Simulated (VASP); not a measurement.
# HfB2 (P6/mmm) in VASP: single point with PBEsol

Aim: the single point of HfB2 with PBEsol.

Everything below comes from runs of VASP 6.6.1. Logs are shortened: lines on timing, memory, paths and dates and some standing lists are left out, and cuts for length are marked.

## 1. The cell of the first run

Symmetry: P6/mmm, No. 191, hexagonal system. Conventional cell: a = 3.140 Å, b = 3.140 Å, c = 3.480 Å, α = 90.00°, β = 90.00°, γ = 120.00°. Within 3.3 Å of Hf (site symmetry 6/mmm) lie 12 B at 2.51 Å and 6 Hf at 3.14 Å. B (site symmetry -6m2) has 3 B at 1.81 Å within 2.4 Å.

## 2. Single point, PBEsol

The input, INCAR:

```
SYSTEM = HfB2
ALGO = Normal
EDIFF = 1E-7
ENCUT = 520
GGA = PS
ISIF = 2
ISMEAR = -1
LASPH = .TRUE.
LCHARG = .TRUE.
LELF = .TRUE.
LREAL = .FALSE.
LVHAR = .TRUE.
LWAVE = .FALSE.
NBANDS = 15
NELM = 60
PREC = Accurate
SIGMA = 0.1
```

The input, KPOINTS:

```
k-points
0
G
  12 12 10
  0 0 0
```

The input, POSCAR:

```
HfB2
1.0
    3.1400000000      0.0000000000      0.0000000000
   -1.5700000000      2.7193200000      0.0000000000
    0.0000000000      0.0000000000      3.4800000000
Hf B
1 2
Direct
    0.0000000000      0.0000000000      0.0000000000
    0.3333333333      0.6666666667      0.5000000000
    0.6666666667      0.3333333333      0.5000000000
```

Potentials or basis: VASP PAW PBE potentials, release 64 (Hf_pv, B).

The run is started by

```
$ cat potpaw_PBE.64/Hf_pv/POTCAR potpaw_PBE.64/B/POTCAR > POTCAR
$ mpirun -np 1 vasp_std > vasp.out
```

OUTCAR:

```text
SYSTEM = HfB2
   EDIFF = 1E-7
   ENCUT = 520
   GGA = PS
   ISIF = 2
   ISMEAR = -1
   LASPH = .TRUE.
   LREAL = .FALSE.
   NELM = 60
   PREC = Accurate

 ion  position               nearest neighbor table
   1  0.000  0.000  0.000-   2 2.51   3 2.51   2 2.51   3 2.51   3 2.51   3 2.51   2 2.51   2 2.51
                             3 2.51   3 2.51   2 2.51   2 2.51
   2  0.333  0.667  0.500-   3 1.81   3 1.81   3 1.81   1 2.51   1 2.51   1 2.51   1 2.51   1 2.51
                             1 2.51
   3  0.667  0.333  0.500-   2 1.81   2 1.81   2 1.81   1 2.51   1 2.51   1 2.51   1 2.51   1 2.51
                             1 2.51

  LATTYP: Found a hexagonal cell.
 ALAT       =     3.1400000000
 C/A-ratio  =     1.1082802548

  Lattice vectors:

 A1 = (   3.1400000000,   0.0000000000,   0.0000000000)
 A2 = (  -1.5700000000,   2.7193200000,   0.0000000000)
 A3 = (   0.0000000000,   0.0000000000,   3.4800000000)

Analysis of symmetry for initial positions (statically):
=====================================================================
 Subroutine PRICEL returns:
 Original cell was already a primitive cell.

 Routine SETGRP: Setting up the symmetry group for a
 hexagonal supercell.

 Subroutine GETGRP returns: Found 24 space group operations
 (whereof 24 operations were pure point group operations)
 out of a pool of 24 trial point group operations.

The static configuration has the point symmetry D_6h.

Analysis of symmetry for dynamics (positions and initial velocities):
=====================================================================
 Subroutine PRICEL returns:
 Original cell was already a primitive cell.

 Routine SETGRP: Setting up the symmetry group for a
 hexagonal supercell.

 Subroutine GETGRP returns: Found 24 space group operations
 (whereof 24 operations were pure point group operations)
 out of a pool of 24 trial point group operations.

The dynamic configuration has the point symmetry D_6h.

 Subroutine INISYM returns: Found 24 space group operations
 (whereof 24 operations are pure point group operations),
 and found     1 'primitive' translations

----------------------------------------------------------------------------------------

                                     Primitive cell

  volume of cell :      29.7146

  direct lattice vectors                    reciprocal lattice vectors
     3.140000000  0.000000000  0.000000000     0.318471338  0.183869497  0.000000000
    -1.570000000  2.719320000  0.000000000     0.000000000  0.367738994  0.000000000
     0.000000000  0.000000000  3.480000000     0.000000000  0.000000000  0.287356322

  length of vectors
     3.140000000  3.140000201  3.480000000     0.367739017  0.367738994  0.287356322

  position of ions in fractional coordinates (direct lattice)
     0.000000000  0.000000000  0.000000000
     0.333333333  0.666666667  0.500000000
     0.666666667  0.333333333  0.500000000

  ion indices of the primitive-cell ions
   primitive index   ion index
                 1           1
                 2           2
                 3           3

----------------------------------------------------------------------------------------

 KPOINTS: k-points

Automatic generation of k-mesh.
 Grid dimensions read from file:
 generate k-points for:   12   12   10

 Generating k-lattice:

  Cartesian coordinates                     Fractional coordinates (reciprocal lattice)
     0.026539278  0.015322458  0.000000000     0.083333333  0.000000000  0.000000000
     0.000000000  0.030644916  0.000000000     0.000000000  0.083333333  0.000000000
     0.000000000  0.000000000  0.028735632     0.000000000  0.000000000  0.100000000

  Length of vectors
     0.030644918  0.030644916  0.028735632

  Shift w.r.t. Gamma in fractional coordinates (k-lattice)
     0.000000000  0.000000000  0.000000000

 Subroutine IBZKPT returns following result:
 ===========================================

 Found    114 irreducible k-points:

 Following reciprocal coordinates:
            Coordinates               Weight
  0.000000  0.000000  0.000000      1.000000
  0.083333  0.000000  0.000000      6.000000
  0.166667  0.000000  0.000000      6.000000
  0.250000  0.000000  0.000000      6.000000
  0.333333  0.000000  0.000000      6.000000
  0.416667  0.000000  0.000000      6.000000
[... 16 lines left out ...]
  0.250000  0.000000  0.100000     12.000000
  0.333333  0.000000  0.100000     12.000000
 [... further k-points ...]
   k-points           NKPTS =    114   k-points in BZ     NKDIM =    114   number of bands    NBANDS=     15
   number of dos      NEDOS =    301   number of ions     NIONS =      3
   total plane-waves  NPLWV =  16128
   dimension x,y,z NGX =    24 NGY =   24 NGZ =   28
   dimension x,y,z NGXF=    48 NGYF=   48 NGZF=   56
   ions per type =               1   2
   NGX,Y,Z   is equivalent  to a cutoff of  12.71, 12.71, 13.38 a.u.
   NGXF,Y,Z  is equivalent  to a cutoff of  25.41, 25.41, 26.75 a.u.
 SYSTEM =  HfB2
   PREC   = accura    normal or accurate (medium, high low for compatibility)
   ISTART =      0    job   : 0-new  1-cont  2-samecut
   ICHARG =      2    charge: 1-file 2-atom 10-const
   ISPIN  =      1    spin polarized calculation?
   LNONCOLLINEAR =      F non collinear calculations
   LSORBIT =      F    spin-orbit coupling
   LASPH  =      T    aspherical Exc in radial PAW
   ENCUT  =  520.0 eV  38.22 Ry    6.18 a.u.   5.84  5.84  6.47*2*pi/ulx,y,z
   NELM   =     60;   NELMIN=  2; NELMDL= -5     # of ELM steps
   EDIFF  = 0.1E-06   stopping-criterion for ELM
   LREAL  =      F    real-space projection
   EDIFFG = 0.1E-05   stopping-criterion for IOM
   NSW    =      0    number of steps for IOM
   IBRION =     -1    ionic relax: 0-MD 1-quasi-New 2-CG
   NFREE  =      0    steps in history (QN), initial steepest desc. (CG)
   ISIF   =      2    stress and relaxation
   ISYM   =      2    0-nonsym 1-usesym 2-fastsym
   POTIM  = 0.5000    time-step for ionic-motion
   TEBEG  =    0.0;   TEEND  =   0.0 temperature during run
   PSTRESS=    0.0 pullay stress
   NELECT =      16.0000    total number of electrons
   NUPDOWN=      -1.0000    fix difference up-down
   EMIN   =  10.00;   EMAX   =-10.00  energy-range for DOS
   EFERMI =   0.00;   METHOD = LEGACY
   ISMEAR =    -1;   SIGMA  =   0.10  broadening in eV -4-tet -1-fermi 0-gaus
   EFERMI_NEDOS =   21; number of points for ismear=-14 and -15
   IALGO  =     38    algorithm
   IMIX   =      4    mixing-type and parameters
     AMIX     =   0.40;   BMIX     =  1.00
     AMIX_MAG =   1.60;   BMIX_MAG =  1.00
  volume/ion in A,a.u.               =       9.90        66.84
  Fermi-wavevector in a.u.,A,eV,Ry     =   1.331860  2.516850 24.134692  1.773850
  Thomas-Fermi vector in A             =   2.460838
   LORBIT       =      0    0 simple, 1 ext, 2 COOP (PROOUT), +10 PAW based schemes
   GGA     = PS    functional components
   LHFCALC =     F    Hartree Fock is set to
   AEXX    =    0.0000 exact exchange contribution
   IVDW    =     0    specifies the selected vdW correction
   LEPSILON=     F    determine dielectric tensor
   LRPA    =     F    only Hartree local field effects (RPA)
 non-spin polarized calculation
  energy-cutoff  :      520.00
  volume of cell :       29.71
 maximum number of plane-waves:       816
 NGX is ok and might be reduce to    24
   NGX = 11   NGY = 11   NGZ = 13

 number of electron      15.9999998 magnetization

 Free energy of the ion-electron system (eV)
  ---------------------------------------------------
  ext. energy  EPLUGINS =         0.00000000
  ---------------------------------------------------
  free energy    TOTEN  =       -27.86409399 eV

  energy without entropy =      -27.85564221  energy(sigma->0) =      -27.85986810

 E-fermi :   7.6205     XC(G=0): -12.6814

 val. band max:        7.4978672464   @ k =   0.1667   0.1667   0.2000
 cond. band min:       7.6822777483   @ k =   0.0833   0.0000   0.3000
 fundamental gap:      0.1844105019
 Fermi energy:         7.6204873271

 k-point     1 :       0.0000    0.0000    0.0000
  band No.  band energies     occupation
      1     -23.0281      2.00000
      2     -22.5213      2.00000
      3     -22.5213      2.00000
      4      -6.1723      2.00000
      5       4.5084      2.00000
      6       4.6645      2.00000
      7       4.6645      2.00000
      8       4.8028      2.00000
      9      11.5426      0.00000
     10      11.5426      0.00000
     11      12.2142      0.00000
     12      12.2142      0.00000
     13      12.5498      0.00000
     14      12.5498      0.00000
     15      12.6137      0.00000

 k-point     2 :       0.0833    0.0000    0.0000
  band No.  band energies     occupation
      1     -23.0192      2.00000
      2     -22.5763      2.00000
      3     -22.5335      2.00000
      4      -6.0216      2.00000
      5       4.2410      2.00000
      6       4.6574      2.00000
      7       4.6602      2.00000
      8       4.6696      2.00000
      9      11.1005      0.00000
     10      11.4374      0.00000
     11      11.5291      0.00000
     12      11.7343      0.00000
     13      13.0599      0.00000
     14      13.4129      0.00000
     15      13.6715      0.00000

 k-point     3 :       0.1667    0.0000    0.0000
  band No.  band energies     occupation
      1     -22.9948      2.00000
      2     -22.7237      2.00000
      3     -22.5666      2.00000
      4      -5.5864      2.00000
      5       3.2327      2.00000
      6       4.3486      2.00000
      7       4.6098      2.00000
      8       5.0197      2.00000
      9       9.9966      0.00000
     10      11.1670      0.00000
     11      11.2266      0.00000
     12      11.8927      0.00000
     13      13.5078      0.00000
     14      14.5449      0.00000
     15      14.7467      0.00000
[... 343 lines left out ...]
 k-point    23 :       0.2500    0.0000    0.1000
  band No.  band energies     occupation
      1     -22.9872      2.00000
      2     -22.9149      2.00000
      3     -22.6090      2.00000
      4      -4.7848      2.00000
      5       1.9495      2.00000
      6       3.6715      2.00000
      7       4.4191      2.00000
      8       5.4771      2.00000
      9       9.4714      0.00000
     10      10.3239      0.00000
     11      11.4921      0.00000
     12      12.1879      0.00000
     13      13.8450      0.00000
     14      15.0891      0.00000
     15      16.6343      0.00000

 k-point    24 :       0.3333    0.0000    0.1000
  band No.  band energies     occupation
      1     -23.1034      2.00000
      2     -22.9515      2.00000
      3     -22.6531      2.00000
      4      -3.9417      2.00000
      5       0.6482      2.00000
      6       3.6512      2.00000
      7       4.1861      2.00000
      8       5.1155      2.00000
      9       9.7993      0.00000
     10      10.5604      0.00000
     11      11.0033      0.00000
     12      12.4508      0.00000
     13      14.1757      0.00000
     14      15.9543      0.00000
     15      18.5139      0.00000

 [... further k-points ...]
[... 5 lines left out ...]
  --------------------------------------------------------------------------------------
  -------------------------------------------------------------------------------------
  Total       -0.7545569     -0.7545570     -0.9718848      0.0000000      0.0000000      0.0000000
  in kB      -40.6849100    -40.6849169    -52.4030017      0.0000000      0.0000000      0.0000000
  external PRESSURE =     -44.5909429 kB  Pullay stress =       0.0000000 kB

 VOLUME and BASIS-vectors are now :
 -----------------------------------------------------------------------------
  energy-cutoff  :      520.00
  volume of cell :       29.71
      direct lattice vectors                 reciprocal lattice vectors
     3.140000000  0.000000000  0.000000000     0.318471338  0.183869497  0.000000000
    -1.570000000  2.719320000  0.000000000     0.000000000  0.367738994  0.000000000
     0.000000000  0.000000000  3.480000000     0.000000000  0.000000000  0.287356322

 POSITION                                       TOTAL-FORCE (eV/Angst)
 -----------------------------------------------------------------------------------
      0.00000      0.00000      0.00000        -0.000000      0.000000      0.000000
     -0.00000      1.81288      1.74000        -0.000000      0.000000      0.000000
      1.57000      0.90644      1.74000         0.000000     -0.000000     -0.000000
 -----------------------------------------------------------------------------------
    total drift:                               -0.000000      0.000000     -0.000000

  FREE ENERGIE OF THE ION-ELECTRON SYSTEM (eV)
  ---------------------------------------------------
  free  energy   TOTEN  =       -27.8640939904 eV

  energy  without entropy=      -27.8556422063  energy(sigma->0) =      -27.85986810
```

Run time: 49 s. Hardware: 1 thread of Intel Xeon Platinum 8259CL at 2.50GHz (Skylake/Cascade Lake), shared host; peak memory 0.18 GiB.

What came out:

```yaml
Free_energy: -27.8641 eV
Pressure: -4.5 GPa
Band_gap_on_the_k_mesh: zero (band 8 reaches 8.26 eV, above the bottom of band 9 at 6.97 eV)
```

Stress tensor (GPa, compression positive):
```
-4.07  0.00  0.00
 0.00 -4.07  0.00
 0.00  0.00 -5.24
```

Caveat: the PAW data sets were made with another functional, which shifts forces and pressure a little; spin-orbit coupling is left out, which moves the levels of the heavy elements.
